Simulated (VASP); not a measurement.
# Hg in VASP: notebook

Hg is run at these levels: PBE; tasks: relaxation of cell and atoms, single point.

All numbers are computed with VASP 6.6.1; they aren't measurements. Logs are shortened: lines on timing, memory, paths and dates and some standing lists are left out, and cuts for length are marked.

### Step 1. The cell of the first run

Symmetry: P6_3/mmc, No. 194, hexagonal system. Conventional cell: a = 3.602 Å, b = 3.602 Å, c = 5.579 Å, α = 90.00°, β = 90.00°, γ = 120.00°. Within 4.6 Å of Hg (site symmetry -6m2) lie 12 Hg at 3.48 to 3.60 Å.

### Step 2. Relaxation of cell and atoms, PBE

INCAR reads:

```
  PREC = Accurate
  ENCUT = 500
  EDIFF = 1E-7
  ISMEAR = 0
  SIGMA = 0.02
  LREAL = F
  LASPH = T
  NELM = 120
  ALGO = Normal
  ISIF = 3
  LWAVE = F
  LCHARG = F
  GGA = PE
  IBRION = 2
  NSW = 100
  EDIFFG = -0.01
  GGA_COMPAT = F
  NELMIN = 4
```

KPOINTS reads:

```
regular mesh
0
Gamma
  12 12 6
```

POSCAR reads:

```
Hg
1.0
    3.6015447430      0.0000000000      0.0000000000
   -1.8007723715      3.1190292403      0.0000000000
    0.0000000000      0.0000000000      5.5793597265
Hg
2
Direct
    0.6666666667      0.3333333333      0.7500000000
    0.3333333333      0.6666666667      0.2500000000
```

Potentials or basis: VASP PAW PBE potentials, release 64 (Hg_sv_GW).

Launch:

```
$ cat potpaw_PBE.64/Hg_sv_GW/POTCAR > POTCAR
$ mpirun -np 1 vasp_std > vasp.out
```

OUTCAR:

```text
PREC = Accurate
   ENCUT = 500
   EDIFF = 1E-7
   ISMEAR = 0
   LREAL = F
   LASPH = T
   NELM = 120
   ISIF = 3
   GGA = PE
   IBRION = 2
   NSW = 100
   EDIFFG = -0.01
   NELMIN = 4

 ion  position               nearest neighbor table
   1  0.667  0.333  0.750-
   2  0.333  0.667  0.250-

  LATTYP: Found a hexagonal cell.
 ALAT       =     3.6015447430
 C/A-ratio  =     1.5491574101

  Lattice vectors:

 A1 = (   3.6015447430,   0.0000000000,   0.0000000000)
 A2 = (  -1.8007723715,   3.1190292403,   0.0000000000)
 A3 = (   0.0000000000,   0.0000000000,   5.5793597265)

Analysis of symmetry for initial positions (statically):
=====================================================================
 Subroutine PRICEL returns:
 Original cell was already a primitive cell.

 Routine SETGRP: Setting up the symmetry group for a
 hexagonal supercell.

 Subroutine GETGRP returns: Found 24 space group operations
 (whereof 12 operations were pure point group operations)
 out of a pool of 24 trial point group operations.

The static configuration has the point symmetry D_3d.
 The point group associated with its full space group is D_6h.

Analysis of symmetry for dynamics (positions and initial velocities):
=====================================================================
 Subroutine PRICEL returns:
 Original cell was already a primitive cell.

 Routine SETGRP: Setting up the symmetry group for a
 hexagonal supercell.

 Subroutine GETGRP returns: Found 24 space group operations
 (whereof 12 operations were pure point group operations)
 out of a pool of 24 trial point group operations.

The dynamic configuration has the point symmetry D_3d.
 The point group associated with its full space group is D_6h.

 Subroutine INISYM returns: Found 24 space group operations
 (whereof 12 operations are pure point group operations),
 and found     1 'primitive' translations

----------------------------------------------------------------------------------------

                                     Primitive cell

  volume of cell :      62.6748

  direct lattice vectors                    reciprocal lattice vectors
     3.601544743  0.000000000  0.000000000     0.277658636  0.160306288  0.000000000
    -1.800772371  3.119029240  0.000000000     0.000000000  0.320612576  0.000000000
     0.000000000  0.000000000  5.579359726     0.000000000  0.000000000  0.179232035

  length of vectors
     3.601544743  3.601544743  5.579359726     0.320612576  0.320612576  0.179232035

  position of ions in fractional coordinates (direct lattice)
     0.666666667  0.333333333  0.750000000
     0.333333333  0.666666667  0.250000000

  ion indices of the primitive-cell ions
   primitive index   ion index
                 1           1
                 2           2

----------------------------------------------------------------------------------------

 KPOINTS: regular mesh

Automatic generation of k-mesh.
 Grid dimensions read from file:
 generate k-points for:   12   12    6

 Generating k-lattice:

  Cartesian coordinates                     Fractional coordinates (reciprocal lattice)
     0.023138220  0.013358857  0.000000000     0.083333333  0.000000000  0.000000000
     0.000000000  0.026717715  0.000000000     0.000000000  0.083333333  0.000000000
     0.000000000  0.000000000  0.029872006     0.000000000  0.000000000  0.166666667

  Length of vectors
     0.026717715  0.026717715  0.029872006

  Shift w.r.t. Gamma in fractional coordinates (k-lattice)
     0.000000000  0.000000000  0.000000000

 Subroutine IBZKPT returns following result:
 ===========================================

 Found     76 irreducible k-points:

 Following reciprocal coordinates:
            Coordinates               Weight
  0.000000  0.000000  0.000000      1.000000
  0.083333 -0.000000  0.000000      6.000000
  0.166667 -0.000000  0.000000      6.000000
  0.250000 -0.000000  0.000000      6.000000
  0.333333  0.000000  0.000000      6.000000
  0.416667 -0.000000  0.000000      6.000000
[... 16 lines left out ...]
  0.250000 -0.000000  0.166667     12.000000
  0.333333  0.000000  0.166667     12.000000
 [... further k-points ...]
   k-points           NKPTS =     76   k-points in BZ     NKDIM =     76   number of bands    NBANDS=     24
   number of dos      NEDOS =    301   number of ions     NIONS =      2
   total plane-waves  NPLWV =  32928
   dimension x,y,z NGX =    28 NGY =   28 NGZ =   42
   dimension x,y,z NGXF=    56 NGYF=   56 NGZF=   84
   ions per type =               2
   NGX,Y,Z   is equivalent  to a cutoff of  12.92, 12.92, 12.51 a.u.
   NGXF,Y,Z  is equivalent  to a cutoff of  25.85, 25.85, 25.03 a.u.
 SYSTEM =  unknown system
   PREC   = accura    normal or accurate (medium, high low for compatibility)
   ISTART =      0    job   : 0-new  1-cont  2-samecut
   ICHARG =      2    charge: 1-file 2-atom 10-const
   ISPIN  =      1    spin polarized calculation?
   LNONCOLLINEAR =      F non collinear calculations
   LSORBIT =      F    spin-orbit coupling
   LASPH  =      T    aspherical Exc in radial PAW
   ENCUT  =  500.0 eV  36.75 Ry    6.06 a.u.   6.57  6.57 10.17*2*pi/ulx,y,z
   NELM   =    120;   NELMIN=  4; NELMDL= -5     # of ELM steps
   EDIFF  = 0.1E-06   stopping-criterion for ELM
   LREAL  =      F    real-space projection
   EDIFFG = -.1E-01   stopping-criterion for IOM
   NSW    =    100    number of steps for IOM
   IBRION =      2    ionic relax: 0-MD 1-quasi-New 2-CG
   NFREE  =      1    steps in history (QN), initial steepest desc. (CG)
   ISIF   =      3    stress and relaxation
   ISYM   =      2    0-nonsym 1-usesym 2-fastsym
   POTIM  = 0.5000    time-step for ionic-motion
   TEBEG  =    0.0;   TEEND  =   0.0 temperature during run
   PSTRESS=    0.0 pullay stress
   NELECT =      40.0000    total number of electrons
   NUPDOWN=      -1.0000    fix difference up-down
   EMIN   =  10.00;   EMAX   =-10.00  energy-range for DOS
   EFERMI =   0.00;   METHOD = LEGACY
   ISMEAR =     0;   SIGMA  =   0.02  broadening in eV -4-tet -1-fermi 0-gaus
   EFERMI_NEDOS =   21; number of points for ismear=-14 and -15
   IALGO  =     38    algorithm
   IMIX   =      4    mixing-type and parameters
     AMIX     =   0.40;   BMIX     =  1.00
     AMIX_MAG =   1.60;   BMIX_MAG =  1.00
  volume/ion in A,a.u.               =      31.34       211.48
  Fermi-wavevector in a.u.,A,eV,Ry     =   1.409496  2.663562 27.030422  1.986680
  Thomas-Fermi vector in A             =   2.531546
   LORBIT       =      0    0 simple, 1 ext, 2 COOP (PROOUT), +10 PAW based schemes
   GGA     = PE    functional components
   LHFCALC =     F    Hartree Fock is set to
   AEXX    =    0.0000 exact exchange contribution
   IVDW    =     0    specifies the selected vdW correction
   LEPSILON=     F    determine dielectric tensor
   LRPA    =     F    only Hartree local field effects (RPA)
 conjugate gradient relaxation of ions
 non-spin polarized calculation
 Gauss-broadening in eV      SIGMA  =   0.02
  energy-cutoff  :      500.00
  volume of cell :       62.67
 maximum number of plane-waves:      1641
 NGX is ok and might be reduce to    28
   NGX = 13   NGY = 13   NGZ = 21

--------------------------------------- Ionic step        1  -------------------------------------------

 number of electron      40.0000008 magnetization

 Free energy of the ion-electron system (eV)
  ---------------------------------------------------
  ext. energy  EPLUGINS =         0.00000000
  ---------------------------------------------------
  free energy    TOTEN  =        -0.38691740 eV

  energy without entropy =       -0.38691740  energy(sigma->0) =       -0.38691740

------------------------ aborting loop because EDIFF is reached ----------------------------------------

  FORCE on cell =-STRESS in cart. coord.  units (eV):
  Direction    XX          YY          ZZ          XY          YZ          ZX
  --------------------------------------------------------------------------------------
  -------------------------------------------------------------------------------------
  Total       -0.4020743     -0.4020743     -0.3747692      0.0000000      0.0000000     -0.0000000
  in kB      -10.2783709    -10.2783709     -9.5803600      0.0000000      0.0000000     -0.0000000
  external PRESSURE =     -10.0457006 kB  Pullay stress =       0.0000000 kB
[... 21 lines left out ...]
  energy  without entropy=       -0.3869173955  energy(sigma->0) =       -0.38691740

--------------------------------------- Ionic step        2  -------------------------------------------

 number of electron      40.0000008 magnetization

 E-fermi :   3.0373     XC(G=0):  -9.8352

 val. band max:        2.9483381729   @ k =   0.2500   0.1667   0.0000
 cond. band min:       3.1409843390   @ k =   0.0000   0.0000   0.0000
 fundamental gap:      0.1926461661
 Fermi energy:         3.0372544072

 k-point     1 :       0.0000    0.0000    0.0000
  band No.  band energies     occupation
      1    -110.8195      2.00000
      2    -110.8192      2.00000
      3     -59.1732      2.00000
      4     -59.1619      2.00000
      5     -59.1619      2.00000
      6     -59.1607      2.00000
[... 637 lines left out ...]
     23       8.7257      0.00000
     24      10.2534      0.00000

 [... further k-points ...]

------------------------ aborting loop because EDIFF is reached ----------------------------------------

  FORCE on cell =-STRESS in cart. coord.  units (eV):
  Direction    XX          YY          ZZ          XY          YZ          ZX
  --------------------------------------------------------------------------------------
  -------------------------------------------------------------------------------------
  Total       -0.2329132     -0.2329132     -0.1910870      0.0000000      0.0000000     -0.0000000
  in kB       -6.1266221     -6.1266221     -5.0264134      0.0000000      0.0000000     -0.0000000
  external PRESSURE =      -5.7598858 kB  Pullay stress =       0.0000000 kB
[... 129 lines left out ...]
  energy  without entropy=       -0.3994883972  energy(sigma->0) =       -0.39951862

--------------------------------------- Ionic step        6  -------------------------------------------

 number of electron      40.0000008 magnetization

 Free energy of the ion-electron system (eV)
  ---------------------------------------------------
  ext. energy  EPLUGINS =         0.00000000
  ---------------------------------------------------
  free energy    TOTEN  =        -0.39965711 eV

  energy without entropy =       -0.39959684  energy(sigma->0) =       -0.39962698

 E-fermi :   3.3384     XC(G=0): -10.0361

 val. band max:        3.3188301990   @ k =   0.2500   0.1667   0.0000
 cond. band min:       3.4946622576   @ k =   0.0833  -0.0000   0.0000
 fundamental gap:      0.1758320585
 Fermi energy:         3.3383928120

 k-point     1 :       0.0000    0.0000    0.0000
  band No.  band energies     occupation
      1    -110.5699      2.00000
      2    -110.5696      2.00000
      3     -58.9237      2.00000
      4     -58.9102      2.00000
      5     -58.9102      2.00000
      6     -58.9091      2.00000
[... 637 lines left out ...]
     23       9.1787      0.00000
     24      10.7524      0.00000

 [... further k-points ...]

------------------------ aborting loop because EDIFF is reached ----------------------------------------

  FORCE on cell =-STRESS in cart. coord.  units (eV):
  Direction    XX          YY          ZZ          XY          YZ          ZX
  --------------------------------------------------------------------------------------
  -------------------------------------------------------------------------------------
  Total        0.0002611      0.0002611      0.0021182      0.0000000      0.0000000      0.0000000
  in kB        0.0071188      0.0071188      0.0577598      0.0000000      0.0000000      0.0000000
  external PRESSURE =       0.0239992 kB  Pullay stress =       0.0000000 kB
[... 17 lines left out ...]
  FREE ENERGIE OF THE ION-ELECTRON SYSTEM (eV)
  ---------------------------------------------------
  free  energy   TOTEN  =        -0.3996571088 eV

  energy  without entropy=       -0.3995968430  energy(sigma->0) =       -0.39962698

 reached required accuracy - stopping structural energy minimisation
```

Wall time 3.7 min (1 thread of Intel Xeon Platinum 8488C (Sapphire Rapids), shared host); peak memory 0.27 GiB.

Results:

```yaml
Free_energy: -0.3997 eV
Relaxed_volume: 29.38 Å³/atom
Relaxed_cell: a = 3.514 Å, b = 3.514 Å, c = 5.495 Å, α = 90.00°, β = 90.00°, γ = 120.00°
Space_group_after_relaxing_to_0.1_Å: P6_3/mmc (No. 194)
Energy_gained_by_relaxing: 6.4 meV/atom
Ionic_steps: 6
Pressure_after_relaxing: 0.0 GPa
Band_gap_on_the_k_mesh: zero (bands 20 and 21 overlap by 0.03 eV)
```

The path:
```tsv
step	energy change (eV)	largest force (eV/Å)	pressure (GPa)	volume (Å³)
1	0.0000	0.0000	-1.00	62.67
2	-0.0088	0.0000	-0.58	60.91
3	-0.0125	0.0000	-0.07	59.04
4	-0.0126	0.0000	0.00	58.79
5	-0.0126	0.0000	0.00	58.78
6	-0.0127	0.0000	0.00	58.76
```

Final structure:
```
Hg
1.0
     3.51367    0.00000    0.00000
    -1.75683    3.04293    0.00000
     0.00000    0.00000    5.49536
Hg
2
Direct
  0.66667 0.33333 0.75000
  0.33333 0.66667 0.25000
```

Levels at points of the mesh, in eV from the Fermi level:
```tsv
k point	band 16	band 17	band 18	band 19	band 20	band 21	band 22	band 23	band 24
(0.00, 0.00, 0.00)	-5.69	-5.69	-5.19	-5.19	-1.09	-0.05	10.72	10.72	12.39
(0.50, 0.00, 0.00)	-5.20	-5.13	-5.09	-2.17	-1.50	2.67	3.57	4.32	6.48
(0.00, 0.00, 0.50)	-5.33	-5.33	-5.33	-5.19	-5.19	6.79	6.79	11.71	11.71
(0.50, 0.00, 0.50)	-5.18	-5.15	-5.15	-1.07	-1.07	0.53	0.53	8.35	8.35
```

Caveat: spin-orbit coupling is left out, which moves the levels of the heavy elements.

### Step 3. Single point, PBE

This run uses another cell than the first one, of 31.41 Å³/atom.

INCAR reads:

```
  PREC = Accurate
  ENCUT = 520
  EDIFF = 1E-6
  ISMEAR = 0
  SIGMA = 0.01
  LREAL = F
  LASPH = T
  NELM = 100
  ALGO = Normal
  ISIF = 2
  LWAVE = F
  LCHARG = F
  GGA = PE
  NBANDS = 19
```

KPOINTS reads:

```
regular mesh
0
Gamma
  12 6 12
```

POSCAR reads:

```
Hg
1.0
    3.5938791799      0.0000000000     -0.0041179773
    0.0000000000      5.6117845133      0.0000000000
   -1.7934394864      0.0000000000      3.1165802836
Hg
2
Direct
    0.6665109124      0.2500000000      0.8330377283
    0.3334890876      0.7500000000      0.1669622717
```

Potentials or basis: VASP PAW PBE potentials, release 64 (Hg).

Launch:

```
$ cat potpaw_PBE.64/Hg/POTCAR > POTCAR
$ mpirun -np 1 vasp_std > vasp.out
```

OUTCAR:

```text
PREC = Accurate
   ENCUT = 520
   EDIFF = 1E-6
   ISMEAR = 0
   LREAL = F
   LASPH = T
   NELM = 100
   ISIF = 2
   GGA = PE

 ion  position               nearest neighbor table
   1  0.667  0.250  0.833-   2 3.49   2 3.49   2 3.49   2 3.49   2 3.49   2 3.49
   2  0.333  0.750  0.167-   1 3.49   1 3.49   1 3.49   1 3.49   1 3.49   1 3.49

  LATTYP: Found a simple monoclinic cell.
 ALAT       =     3.5938815392
 B/A-ratio  =     1.5614828848
 C/A-ratio  =     1.0005039066
 COS(beta)  =    -0.4997290922

  Lattice vectors:

 A1 = (   3.5938791799,   0.0000000000,  -0.0041179773)
 A2 = (   0.0000000000,  -5.6117845133,   0.0000000000)
 A3 = (  -1.8004396935,   0.0000000000,  -3.1124623063)

Analysis of symmetry for initial positions (statically):
=====================================================================
 Subroutine PRICEL returns:
 Original cell was already a primitive cell.

 Routine SETGRP: Setting up the symmetry group for a
 simple monoclinic supercell.

 Subroutine GETGRP returns: Found  4 space group operations
 (whereof  2 operations were pure point group operations)
[... 162 lines left out ...]
  free energy    TOTEN  =        -0.37637653 eV

  energy without entropy =       -0.37637653  energy(sigma->0) =       -0.37637653

 E-fermi :   0.2322     XC(G=0):  -9.3223

 val. band max:        0.1519896853   @ k =  -0.4167   0.0000   0.1667
 cond. band min:       0.4988429023   @ k =   0.0000   0.0000   0.0000
 fundamental gap:      0.3468532170
 Fermi energy:         0.2321824664

 k-point     1 :       0.0000    0.0000    0.0000
  band No.  band energies     occupation
      1      -6.1892      2.00000
      2      -5.8790      2.00000
      3      -5.3929      2.00000
      4      -5.3906      2.00000
      5      -5.3721      2.00000
      6      -5.3119      2.00000
[... 505 lines left out ...]
      6      -5.3391      2.00000
[... 11 lines left out ...]
     18      10.4622      0.00000
     19      12.2951      0.00000

 [... further k-points ...]

------------------------ aborting loop because EDIFF is reached ----------------------------------------

  FORCE on cell =-STRESS in cart. coord.  units (eV):
  Direction    XX          YY          ZZ          XY          YZ          ZX
  --------------------------------------------------------------------------------------
  -------------------------------------------------------------------------------------
  Total        0.0081863      0.0165440      0.0067406      0.0000000      0.0000000      0.0000167
  in kB        0.2088049      0.4219818      0.1719310      0.0000000      0.0000000      0.0004268
  external PRESSURE =       0.2675726 kB  Pullay stress =       0.0000000 kB

 VOLUME and BASIS-vectors are now :
 -----------------------------------------------------------------------------
  energy-cutoff  :      520.00
  volume of cell :       62.81
      direct lattice vectors                 reciprocal lattice vectors
     3.593879180  0.000000000 -0.004117977     0.278434459  0.000000000  0.160225410
     0.000000000  5.611784513  0.000000000     0.000000000  0.178196436  0.000000000
    -1.793439486  0.000000000  3.116580284     0.000367899  0.000000000  0.321076216

 POSITION                                       TOTAL-FORCE (eV/Angst)
 -----------------------------------------------------------------------------------
      0.90136      1.40295      2.59348         0.000004      0.000000      0.000120
      0.89908      4.20884      0.51898        -0.000004     -0.000000     -0.000120
 -----------------------------------------------------------------------------------
    total drift:                               -0.000000      0.000000      0.000000

  FREE ENERGIE OF THE ION-ELECTRON SYSTEM (eV)
  ---------------------------------------------------
  free  energy   TOTEN  =        -0.3763765269 eV

  energy  without entropy=       -0.3763765269  energy(sigma->0) =       -0.37637653
```

OSZICAR:

```text
N       E                     dE             d eps       ncg     rms          rms(c)
DAV:   1     0.169509604088E+03    0.16951E+03   -0.11928E+04 11256   0.117E+03
DAV:   2     0.409073126224E+01   -0.16542E+03   -0.15684E+03 11767   0.297E+02
DAV:   3    -0.385681194792E+00   -0.44764E+01   -0.44658E+01 12780   0.528E+01
DAV:   4    -0.393859357643E+00   -0.81782E-02   -0.81771E-02 11853   0.232E+00
DAV:   5    -0.393876005278E+00   -0.16648E-04   -0.16648E-04 12296   0.958E-02    0.199E+00
DAV:   6    -0.376641218368E+00    0.17235E-01   -0.45957E-02 12289   0.205E+00    0.162E+00
DAV:   7    -0.376047940432E+00    0.59328E-03   -0.75239E-03 11977   0.683E-01    0.748E-01
DAV:   8    -0.376331480764E+00   -0.28354E-03   -0.10036E-03 11729   0.326E-01    0.353E-02
DAV:   9    -0.376358871759E+00   -0.27391E-04   -0.20587E-05 12471   0.387E-02    0.128E-02
DAV:  10    -0.376376587170E+00   -0.17715E-04   -0.22066E-05 11630   0.352E-02    0.178E-03
DAV:  11    -0.376376526905E+00    0.60266E-07   -0.83638E-08  6647   0.137E-03
   1 F= -.37637653E+00 E0= -.37637653E+00  d E =-.294741E-32
```

Wall time 2.4 min (1 thread of AMD EPYC 9R45 (Zen 5), shared host); peak memory 0.36 GiB.

Results:

```
Free energy            : -0.3764 eV
Pressure               : 0.0 GPa
Band gap on the k mesh : 0.35 eV (least direct gap 1.36 eV)
```

Caveat: spin-orbit coupling is left out, which moves the levels of the heavy elements.
